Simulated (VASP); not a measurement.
Here is a VASP 6.6.1 calculation.

Contents of INCAR:

```
SYSTEM = BiTe
ALGO = Normal ; EDIFF = 1E-7
ENCUT = 520 ; GGA = PS
ISIF = 2 ; ISMEAR = 0
LASPH = .True. ; LCHARG = .True.
LELF = .True. ; LREAL = .False.
LVHAR = .True. ; LWAVE = .False.
NBANDS = 18 ; NELM = 100
PREC = Accurate ; SIGMA = 0.15
```

KPOINTS

```
k-points
0
Gamma
  16 16 16
  0 0 0
```

POSCAR

```
BiTe
1.0
    0.0000000000      3.1971538327      3.1971538327
    3.1971538327      0.0000000000      3.1971538327
    3.1971538327      3.1971538327      0.0000000000
Bi Te
1 1
Direct
    0.0000000000      0.0000000000      0.0000000000
    0.4921805452      0.4921805452      0.5078194548
```

Potentials or basis: VASP PAW PBE potentials, release 64 (Bi_d, Te).

The run is started by

```console
$ cat potpaw_PBE.64/Bi_d/POTCAR potpaw_PBE.64/Te/POTCAR > POTCAR
$ mpirun -np 1 vasp_std > vasp.out
```

Question: Estimate the largest force.

Answer: 0.150 eV/Å.

Question: Estimate the band gap on the k mesh.

Answer: Zero (an odd number of electrons rules out a gap without spin polarisation).

Question: Estimate the pressure.

Answer: 0.1 GPa.

Forces in eV/Å, atoms in the order of the input:
```
Bi   0.000  0.000 -0.150
Te   0.000  0.000  0.150
```

Caveat: the cell differs from its parent crystal (all Te atoms moved +0.050 Å, as atom 2 towards its neighbour atom 1 (Bi) at 3.197 Å); the PAW data sets were made with another functional, which shifts forces and pressure a little; spin-orbit coupling is left out, which moves the levels of the heavy elements; an odd number of electrons without spin polarisation forces a metal; a magnetic or distorted state may lie lower.
